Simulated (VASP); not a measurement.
## Hf: single point with PBEsol

The system is Hf.

```
Hf
1.0
     3.19670    0.03197    0.03197
    -1.57067    2.75244    0.01170
     0.05058    0.05058    5.05780
Hf
2
Direct
  0.33333 0.66667 0.25000
  0.66667 0.33333 0.75000
```

This cell differs from its parent crystal: equal xy, yz and zx shear strains of +2 %.

```
Program             : VASP 6.6.1
Task                : single point
Functional          : PBEsol
Potentials or basis : VASP PAW PBE potentials, release 64 (Hf_pv)
Cutoff              : 520 eV
k mesh              : 13 × 13 × 7
Occupations         : fermi-dirac, width 0.05 eV
Spin                : no spin polarisation
```

| Item | Value |
| --- | --- |
| Pressure | -4.1 GPa |
| Largest force | 0.046 eV/Å |
| Band gap on the k mesh | zero (bands 10 and 11 overlap by 1.46 eV) |

Forces in eV/Å, atoms in the order of the input:
```
Hf  -0.045  0.001  0.006
Hf   0.045 -0.001 -0.006
```

Stress tensor (GPa, compression positive):
```
-4.01 -1.28 -0.93
-1.28 -3.98 -0.93
-0.93 -0.93 -4.29
```

Levels at points of the mesh, in eV from the Fermi level:
| k point | band 8 | band 9 | band 10 | band 11 | band 12 | band 13 |
| --- | --- | --- | --- | --- | --- | --- |
| (0.00, 0.00, 0.00) | -3.71 | 0.68 | 0.99 | 1.36 | 1.43 | 1.81 |

Run time: 110 s on 1 thread of Intel(R) Xeon(R) 6975P-C (Granite Rapids) (shared host), peak memory 0.46 GiB.

Caveat: the cell differs from its parent crystal (equal xy, yz and zx shear strains of +2 %); the cell stands under tension; the PAW data sets were made with another functional, which shifts forces and pressure a little; spin-orbit coupling is left out, which moves the levels of the heavy elements.
